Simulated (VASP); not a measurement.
Here is a VASP 6.6.1 calculation.

Contents of INCAR:

```
SYSTEM = In
ALGO = Normal ; EDIFF = 1E-6
ENCUT = 520 ; GGA = PE
ISIF = 2 ; ISMEAR = 0
LASPH = .TRUE. ; LCHARG = .FALSE.
LREAL = .FALSE. ; LWAVE = .FALSE.
NBANDS = 12 ; NELM = 80
PREC = Accurate ; SIGMA = 0.017
```

KPOINTS

```
k-points
0
G
  11 11 11
  0 0 0
```

The input POSCAR:

```
In
1.0
   -1.6254700000      1.6254700000      2.4737000000
    1.6254700000     -1.6254700000      2.4737000000
    1.6254700000      1.6254700000     -2.4737000000
In
1
Direct
    0.0000000000      0.0000000000      0.0000000000
```

Potentials or basis: VASP PAW PBE potentials, release 64 (In_d).

The run is started by

```sh
$ cat potpaw_PBE.64/In_d/POTCAR > POTCAR
$ mpirun -np 1 vasp_std > vasp.out
```

Q: Predict the pressure.

A: 2.0 GPa.

Stress tensor (GPa, compression positive):
```
2.18 0.00 0.00
0.00 2.18 0.00
0.00 0.00 1.53
```
